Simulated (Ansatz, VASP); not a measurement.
**KF: VASP beside Ansatz**

The input INCAR:

```
SYSTEM = KF
PREC = Accurate
ENCUT = 520
EDIFF = 1E-7
ISMEAR = 0
SIGMA = 0.05
LREAL = .FALSE.
LASPH = .TRUE.
NELM = 60
ALGO = Normal
ISIF = 2
LWAVE = .FALSE.
LCHARG = .FALSE.
NBANDS = 15
```

KPOINTS

```
regular mesh
0
G
  8 8 8
  0 0 0
```

POSCAR

```
KF
1.0
    0.0283129790      2.6498851088      2.6498851088
    2.6498851088      0.0283129790      2.6498851088
    2.6498851088      2.6498851088      0.0283129790
K F
1 1
Direct
    0.0000000000      0.0000000000      0.0000000000
    0.5000000000      0.5000000000      0.5000000000
```

Input for Ansatz:

```yaml
crystal:
  lattice:
    - [0.028312979, 2.6498851088, 2.6498851088]
    - [2.6498851088, 0.028312979, 2.6498851088]
    - [2.6498851088, 2.6498851088, 0.028312979]
  atoms:
    - { symbol: K, position: [0.0, 0.0, 0.0] }
    - { symbol: F, position: [0.5, 0.5, 0.5] }
basis:
  ecutwfc: 520.0
kpoints:
  mp_grid: { grid: [8, 8, 8] }
hamiltonian:
  xc: lda
scf:
  occupations: { method: gaussian, width: 0.05 }
output:
  forces: true
  stress: true
  eigenvalues: true
```

Alike in both runs: task single point; functional LDA; k mesh 8 × 8 × 8; occupations gaussian, width 0.05 eV; no spin polarisation.

|  | VASP | Ansatz |
| --- | --- | --- |
| version | VASP 6.6.1 | Ansatz 0.2.0 |
| potentials or method | VASP PAW LDA potentials, release 64 (K_sv, F), cutoff 520 eV | scalar-relativistic, plane waves, PAW |
| valence electrons in the cell | 16 | 16 |

```tsv
	VASP	Ansatz	Ansatz less VASP
gap on the k mesh at the Fermi level (eV)	6.00	6.01	+0.017
least direct gap on the mesh (eV)	6.00	6.01	+0.017
pressure (GPa)	-2.2	-2.3	-0.14
traceless stress, the component that is largest in VASP (GPa)	-0.16	-0.16	-0.002
```

LDA's correlation is that of Perdew and Zunger in VASP and of Perdew and Wang (1992) in Ansatz.
